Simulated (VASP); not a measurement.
# InSe in VASP: single point with PBE+D3(BJ)

Aim: the single point of InSe with PBE+D3(BJ).

Everything below comes from runs of VASP 6.6.1. Logs are shortened: lines on timing, memory, paths and dates and some standing lists are left out, and cuts for length are marked.

**1. The cell of the first run**

The cell holds a slab with vacuum, 8 atoms: a = 4.027 Å, b = 4.027 Å, c = 28.271 Å, α = 90.00°, β = 90.00°, γ = 120.00°.

**2. Single point, PBE+D3(BJ) (layers slid over each other, then relaxed in part)**

INCAR reads:

```
  ALGO = Normal
  DIPOL = 0.5 0.5 0.405
  EDIFF = 1E-6
  ENCUT = 400
  GGA = PE
  GGA_COMPAT = False
  IDIPOL = 3
  ISIF = 2
  ISMEAR = 0
  IVDW = 12
  LASPH = True
  LCHARG = False
  LDIPOL = True
  LREAL = False
  LWAVE = False
  NBANDS = 48
  NELM = 120
  NELMDL = -8
  PREC = Accurate
  SIGMA = 0.05
```

KPOINTS reads:

```
k-points
0
Gamma
  9 9 1
```

POSCAR reads:

```
InSe
1.0
    4.0266104108      0.0000000000      0.0000000000
   -2.0133052054      3.4871469069      0.0000000000
    0.0000000000      0.0000000000     28.2707105452
Se In
4 4
Direct
    0.0000000000      0.0000000000      0.1591753413
    0.0000000000      0.0000000000      0.3495092461
    0.0000000000      0.4444444444      0.4602675724
    0.0000000000      0.4444444444      0.6506006109
    0.6666666667      0.3333333333      0.2049734080
    0.6666666667      0.3333333333      0.3038102482
    0.6666666667      0.7777777778      0.5059662688
    0.6666666667      0.7777777778      0.6048031598
```

Potentials or basis: VASP PAW PBE potentials, release 64 (Se, In_d).

On the command line:

```bash
cat potpaw_PBE.64/Se/POTCAR potpaw_PBE.64/In_d/POTCAR > POTCAR
mpirun -np 1 vasp_std > vasp.out
```

OUTCAR:

```text
EDIFF = 1E-6
   ENCUT = 400
   GGA = PE
   ISIF = 2
   ISMEAR = 0
   IVDW = 12
   LASPH = True
   LREAL = False
   NELM = 120
   NELMDL = -8
   PREC = Accurate
 IVDW          = 12

 ion  position               nearest neighbor table
   1  0.000  0.000  0.159-   5 2.66   5 2.66   5 2.66
   2  0.000  0.000  0.350-   6 2.66   6 2.66   6 2.66
   3  0.000  0.444  0.460-   7 2.66   7 2.66   7 2.66
   4  0.000  0.444  0.651-   8 2.66   8 2.66   8 2.66
   5  0.667  0.333  0.205-   1 2.66   1 2.66   1 2.66   6 2.79
   6  0.667  0.333  0.304-   2 2.66   2 2.66   2 2.66   5 2.79
   7  0.667  0.778  0.506-   3 2.66   3 2.66   3 2.66   8 2.79
   8  0.667  0.778  0.605-   4 2.66   4 2.66   4 2.66   7 2.79

  LATTYP: Found a hexagonal cell.
 ALAT       =     4.0266104108
 C/A-ratio  =     7.0209699129

  Lattice vectors:

 A1 = (   4.0266104108,   0.0000000000,   0.0000000000)
 A2 = (  -2.0133052054,   3.4871469069,   0.0000000000)
 A3 = (   0.0000000000,   0.0000000000,  28.2707105452)

Analysis of symmetry for initial positions (statically):
=====================================================================
 Subroutine PRICEL returns:
 Original cell was already a primitive cell.

 Routine SETGRP: Setting up the symmetry group for a
 hexagonal supercell.

 Subroutine GETGRP returns: Found  2 space group operations
 (whereof  1 operations were pure point group operations)
 out of a pool of 24 trial point group operations.

The static configuration has the point symmetry C_1 .
 The point group associated with its full space group is C_2 .

Analysis of symmetry for dynamics (positions and initial velocities):
=====================================================================
 Subroutine PRICEL returns:
 Original cell was already a primitive cell.

 Routine SETGRP: Setting up the symmetry group for a
 hexagonal supercell.

 Subroutine GETGRP returns: Found  2 space group operations
 (whereof  1 operations were pure point group operations)
 out of a pool of 24 trial point group operations.

The dynamic configuration has the point symmetry C_1 .
 The point group associated with its full space group is C_2 .

 Subroutine INISYM returns: Found  2 space group operations
 (whereof  1 operations are pure point group operations),
 and found     1 'primitive' translations

----------------------------------------------------------------------------------------

                                     Primitive cell

  volume of cell :     396.9598

  direct lattice vectors                    reciprocal lattice vectors
     4.026610411  0.000000000  0.000000000     0.248347840  0.143383693  0.000000000
    -2.013305205  3.487146907  0.000000000     0.000000000  0.286767385  0.000000000
     0.000000000  0.000000000 28.270710545     0.000000000  0.000000000  0.035372298

  length of vectors
     4.026610411  4.026610411 28.270710545     0.286767385  0.286767385  0.035372298

  position of ions in fractional coordinates (direct lattice)
     0.000000000  0.000000000  0.159175341
     0.000000000  0.000000000  0.349509246
     0.000000000  0.444444444  0.460267572
     0.000000000  0.444444444  0.650600611
     0.666666667  0.333333333  0.204973408
     0.666666667  0.333333333  0.303810248
     0.666666667  0.777777778  0.505966269
     0.666666667  0.777777778  0.604803160

  ion indices of the primitive-cell ions
   primitive index   ion index
                 1           1
                 2           2
                 3           3
                 4           4
                 5           5
                 6           6
                 7           7
                 8           8

----------------------------------------------------------------------------------------

 KPOINTS: k-points

Automatic generation of k-mesh.
 Grid dimensions read from file:
 generate k-points for:    9    9    1

 Generating k-lattice:

  Cartesian coordinates                     Fractional coordinates (reciprocal lattice)
     0.027594204  0.015931521  0.000000000     0.111111111 -0.000000000  0.000000000
     0.000000000  0.031863043  0.000000000     0.000000000  0.111111111  0.000000000
     0.000000000  0.000000000  0.035372298     0.000000000  0.000000000  1.000000000

  Length of vectors
     0.031863043  0.031863043  0.035372298

  Shift w.r.t. Gamma in fractional coordinates (k-lattice)
     0.000000000  0.000000000  0.000000000

 Subroutine IBZKPT returns following result:
 ===========================================

 Found     25 irreducible k-points:

 Following reciprocal coordinates:
            Coordinates               Weight
  0.000000  0.000000  0.000000      1.000000
  0.111111  0.000000  0.000000      2.000000
  0.000000  0.111111  0.000000      4.000000
  0.222222 -0.000000  0.000000      2.000000
  0.000000  0.222222  0.000000      4.000000
  0.333333  0.000000  0.000000      2.000000
[... 16 lines left out ...]
 -0.222222 -0.444444  0.000000      4.000000
  0.444444  0.333333  0.000000      4.000000
   k-points           NKPTS =     25   k-points in BZ     NKDIM =     25   number of bands    NBANDS=     48
   number of dos      NEDOS =    301   number of ions     NIONS =      8
   total plane-waves  NPLWV = 150528
   dimension x,y,z NGX =    28 NGY =   28 NGZ =  192
   dimension x,y,z NGXF=    56 NGYF=   56 NGZF=  384
   ions per type =               4   4
   NGX,Y,Z   is equivalent  to a cutoff of  11.56, 11.56, 11.29 a.u.
   NGXF,Y,Z  is equivalent  to a cutoff of  23.12, 23.12, 22.58 a.u.
 SYSTEM =  unknown system
   PREC   = accura    normal or accurate (medium, high low for compatibility)
   ISTART =      0    job   : 0-new  1-cont  2-samecut
   ICHARG =      2    charge: 1-file 2-atom 10-const
   ISPIN  =      1    spin polarized calculation?
   LNONCOLLINEAR =      F non collinear calculations
   LSORBIT =      F    spin-orbit coupling
   LASPH  =      T    aspherical Exc in radial PAW
   ENCUT  =  400.0 eV  29.40 Ry    5.42 a.u.   6.57  6.57 46.10*2*pi/ulx,y,z
   NELM   =    120;   NELMIN=  2; NELMDL= -8     # of ELM steps
   EDIFF  = 0.1E-05   stopping-criterion for ELM
   LREAL  =      F    real-space projection
   EDIFFG = 0.1E-04   stopping-criterion for IOM
   NSW    =      0    number of steps for IOM
   IBRION =     -1    ionic relax: 0-MD 1-quasi-New 2-CG
   NFREE  =      0    steps in history (QN), initial steepest desc. (CG)
   ISIF   =      2    stress and relaxation
   ISYM   =      2    0-nonsym 1-usesym 2-fastsym
   POTIM  = 0.5000    time-step for ionic-motion
   TEBEG  =    0.0;   TEEND  =   0.0 temperature during run
   PSTRESS=    0.0 pullay stress
   NELECT =      76.0000    total number of electrons
   NUPDOWN=      -1.0000    fix difference up-down
   EMIN   =  10.00;   EMAX   =-10.00  energy-range for DOS
   EFERMI =   0.00;   METHOD = LEGACY
   ISMEAR =     0;   SIGMA  =   0.05  broadening in eV -4-tet -1-fermi 0-gaus
   EFERMI_NEDOS =   21; number of points for ismear=-14 and -15
   IALGO  =     38    algorithm
   IMIX   =      4    mixing-type and parameters
     AMIX     =   0.40;   BMIX     =  1.00
     AMIX_MAG =   1.60;   BMIX_MAG =  1.00
  volume/ion in A,a.u.               =      49.62       334.85
  Fermi-wavevector in a.u.,A,eV,Ry     =   0.943548  1.783047 12.113024  0.890282
  Thomas-Fermi vector in A             =   2.071266
   LORBIT       =      0    0 simple, 1 ext, 2 COOP (PROOUT), +10 PAW based schemes
   GGA     = PE    functional components
   LHFCALC =     F    Hartree Fock is set to
   AEXX    =    0.0000 exact exchange contribution
   IVDW    =    12    specifies the selected vdW correction
   LEPSILON=     F    determine dielectric tensor
   LRPA    =     F    only Hartree local field effects (RPA)
 non-spin polarized calculation
 Gauss-broadening in eV      SIGMA  =   0.05
  energy-cutoff  :      400.00
  volume of cell :      396.96
 maximum number of plane-waves:      7281
 NGX is ok and might be reduce to    28
   NGX = 13   NGY = 13   NGZ = 93

 number of electron      75.9999983 magnetization

 dipolmoment           0.000000      0.000000     -0.000376 electrons x Angstroem

 Free energy of the ion-electron system (eV)
  ---------------------------------------------------
  ext. energy  EPLUGINS =         0.00000000
  ---------------------------------------------------
  free energy    TOTEN  =       -28.36034831 eV

  energy without entropy =      -28.36034831  energy(sigma->0) =      -28.36034831

 E-fermi :   0.1177     XC(G=0):  -5.6419

 val. band max:       -0.1517301528   @ k =   0.1111   0.0000   0.0000
 cond. band min:       0.9179906744   @ k =   0.0000   0.0000   0.0000
 fundamental gap:      1.0697208272
 Fermi energy:         0.1177252811

 k-point     1 :       0.0000    0.0000    0.0000
  band No.  band energies     occupation
      1     -14.5212      2.00000
      2     -14.5178      2.00000
      3     -14.3382      2.00000
      4     -14.3372      2.00000
      5     -14.3350      2.00000
      6     -14.3339      2.00000
[... 40 lines left out ...]
     47       5.0430      0.00000
     48       5.1895      0.00000

 k-point     2 :       0.1111    0.0000    0.0000
  band No.  band energies     occupation
      1     -14.5207      2.00000
      2     -14.5174      2.00000
      3     -14.3793      2.00000
      4     -14.3745      2.00000
      5     -14.3355      2.00000
      6     -14.3322      2.00000
[... 40 lines left out ...]
     47       5.1121      0.00000
     48       5.1472      0.00000

 k-point     3 :       0.0000    0.1111    0.0000
  band No.  band energies     occupation
      1     -14.5207      2.00000
      2     -14.5173      2.00000
      3     -14.3787      2.00000
      4     -14.3739      2.00000
      5     -14.3358      2.00000
      6     -14.3331      2.00000
[... 40 lines left out ...]
     47       5.1028      0.00000
     48       5.1887      0.00000

 k-point     4 :       0.2222   -0.0000    0.0000
  band No.  band energies     occupation
      1     -14.5353      2.00000
      2     -14.5305      2.00000
      3     -14.4483      2.00000
      4     -14.4417      2.00000
      5     -14.3935      2.00000
      6     -14.3872      2.00000
[... 958 lines left out ...]
     47       5.2679      0.00000
     48       5.3205      0.00000

 k-point    23 :      -0.2222   -0.4444    0.0000
  band No.  band energies     occupation
      1     -14.6298      2.00000
      2     -14.6250      2.00000
      3     -14.5286      2.00000
      4     -14.5243      2.00000
      5     -14.4636      2.00000
      6     -14.4603      2.00000
[... 40 lines left out ...]
     47       5.2842      0.00000
     48       5.3378      0.00000

 k-point    24 :       0.4444    0.3333    0.0000
  band No.  band energies     occupation
      1     -14.6310      2.00000
      2     -14.6243      2.00000
      3     -14.5291      2.00000
      4     -14.5239      2.00000
      5     -14.4637      2.00000
      6     -14.4603      2.00000
[... 40 lines left out ...]
     47       5.2367      0.00000
     48       5.3587      0.00000

 [... further k-points ...]

------------------------ aborting loop because EDIFF is reached ----------------------------------------

 vacuum level on the upper side and lower side of the slab       (xc-potential included)        -0.128        -0.124

 Edisp (eV)   -2.05291

 E8    (eV) :    -0.9629

  FORCE on cell =-STRESS in cart. coord.  units (eV):
  Direction    XX          YY          ZZ          XY          YZ          ZX
  --------------------------------------------------------------------------------------
  -------------------------------------------------------------------------------------
  Total      -0.03660     0.12688    -0.02303    -0.14158     0.13637    -0.07873
  in kB      -0.14773     0.51210    -0.09296    -0.57143     0.55040    -0.31777
  external pressure =        0.09 kB  Pullay stress =        0.00 kB

 VOLUME and BASIS-vectors are now :
 -----------------------------------------------------------------------------
  energy-cutoff  :      400.00
  volume of cell :      396.96
      direct lattice vectors                 reciprocal lattice vectors
     4.026610411  0.000000000  0.000000000     0.248347840  0.143383693  0.000000000
    -2.013305205  3.487146907  0.000000000     0.000000000  0.286767385  0.000000000
     0.000000000  0.000000000 28.270710545     0.000000000  0.000000000  0.035372298

 POSITION                                       TOTAL-FORCE (eV/Angst)
 -----------------------------------------------------------------------------------
      0.00000      0.00000      4.50000        -0.000686     -0.001355     -0.015438
      0.00000      0.00000      9.88087         0.011899     -0.042647      0.015100
     -0.89480      1.54984     13.01209        -0.030984      0.031628     -0.015100
     -0.89480      1.54984     18.39294        -0.001516      0.000084      0.015438
      2.01331      1.16238      5.79474        -0.000934     -0.003380      0.013515
      2.01331      1.16238      8.58893         0.011132      0.010295     -0.015108
      1.11850      2.71223     14.30403         0.014482      0.004494      0.015108
      1.11850      2.71223     17.09822        -0.003394      0.000881     -0.013515
 -----------------------------------------------------------------------------------
    total drift:                                0.000016      0.000042     -0.044239

  FREE ENERGIE OF THE ION-ELECTRON SYSTEM (eV)
  ---------------------------------------------------
  free  energy   TOTEN  =       -30.4132598656 eV

  energy  without entropy=      -30.4132598656  energy(sigma->0) =      -30.41325987

 vacuum level on the upper side and lower side of the slab         5.391         5.395
```

Run time: 8.1 min. Hardware: 1 thread of Intel Xeon Platinum 8488C (Sapphire Rapids), shared host; peak memory 0.53 GiB.

What came out:

```yaml
Free_energy: -30.4133 eV
Largest_force: 0.047 eV/Å
Band_gap_on_the_k_mesh: 1.07 eV (least direct gap 1.13 eV)
Dispersion_energy_per_atom: -0.257 eV
```

Forces in eV/Å, atoms in the order of the input:
```
Se  -0.001 -0.001 -0.015
Se   0.012 -0.043  0.015
Se  -0.031  0.032 -0.015
Se  -0.002  0.000  0.015
In  -0.001 -0.003  0.014
In   0.011  0.010 -0.015
In   0.014  0.004  0.015
In  -0.003  0.001 -0.014
```

Caveat: the cell differs from its parent crystal (layers slid over each other, then relaxed in part); spin-orbit coupling is left out, which moves the levels of the heavy elements.
